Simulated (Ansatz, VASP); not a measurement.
# One calculation of CsPbBr3, two programs

Contents of INCAR:

```
PREC = Accurate ; ENCUT = 520
EDIFF = 1E-7 ; ISMEAR = -1
SIGMA = 0.02 ; LREAL = False
LASPH = True ; NELM = 100
ALGO = Normal ; ISIF = 2
LWAVE = False ; LCHARG = True
GGA = PE ; LELF = True
LVHAR = True ; NBANDS = 30
```

Contents of KPOINTS:

```
regular mesh
0
Gamma
  4 4 4
```

File POSCAR:

```
CsPbBr3
1.0
    6.0618205459      0.0000000000      0.0000000000
    0.0000000000      6.0618205459      0.0000000000
    0.0000000000      0.0000000000      6.0618205459
Cs Pb Br
1 1 3
Direct
    0.0000000000      0.0000000000      0.0000000000
    0.5000000000      0.5000000000      0.5000000000
    0.5000000000      0.5000000000      0.0000000000
    0.5000000000      0.0000000000      0.5000000000
    0.0000000000      0.5000000000      0.5000000000
```

Input for Ansatz:

```yaml
crystal:
  lattice:
    - [6.0618205459, 0.0, 0.0]
    - [0.0, 6.0618205459, 0.0]
    - [0.0, 0.0, 6.0618205459]
  atoms:
    - { symbol: Cs, position: [0.0, 0.0, 0.0] }
    - { symbol: Pb, position: [0.5, 0.5, 0.5] }
    - { symbol: Br, position: [0.5, 0.5, 0.0] }
    - { symbol: Br, position: [0.5, 0.0, 0.5] }
    - { symbol: Br, position: [0.0, 0.5, 0.5] }
kpoints:
  mp_grid: { grid: [4, 4, 4] }
  band_path:
    path: [[0.0, 0.0, 0.0], [0.0, 0.5, 0.0], [0.5, 0.5, 0.0], [0.5, 0.5, 0.5]]
    npoints: 1
hamiltonian:
  xc: pbe
scf:
  occupations: { method: fermi_dirac, width: 0.02 }
  n_extra_bands: 5
output:
  forces: true
  stress: true
  eigenvalues: true
  write_density: true
  write_potential: true
  elf: true
  volumetric_format: npy
```

Change from the starting cell: hydrostatic strain +2.0%.

Alike in both runs: task single point; functional PBE; k mesh 4 × 4 × 4; occupations fermi-dirac, width 0.02 eV; no spin polarisation.

|  | VASP | Ansatz |
| --- | --- | --- |
| version | VASP 6.6.1 | Ansatz 0.2.0 |
| potentials or method | VASP PAW PBE potentials, release 64 (Cs_sv, Pb_d, Br) | plane waves, PAW |
| plane-wave cutoff (eV) | 520 | 420 |
| valence electrons in the cell | 44 | 44 |

|  | VASP | Ansatz | Ansatz less VASP |
| --- | --- | --- | --- |
| gap on the k mesh at the Fermi level (eV) | 1.87 | 1.87 | -0.005 |
| pressure (GPa) | -0.5 | -0.4 | +0.01 |

The functional is the same, so the differences come from potentials, cutoffs and numerics.

Neither program's run includes spin-orbit coupling.
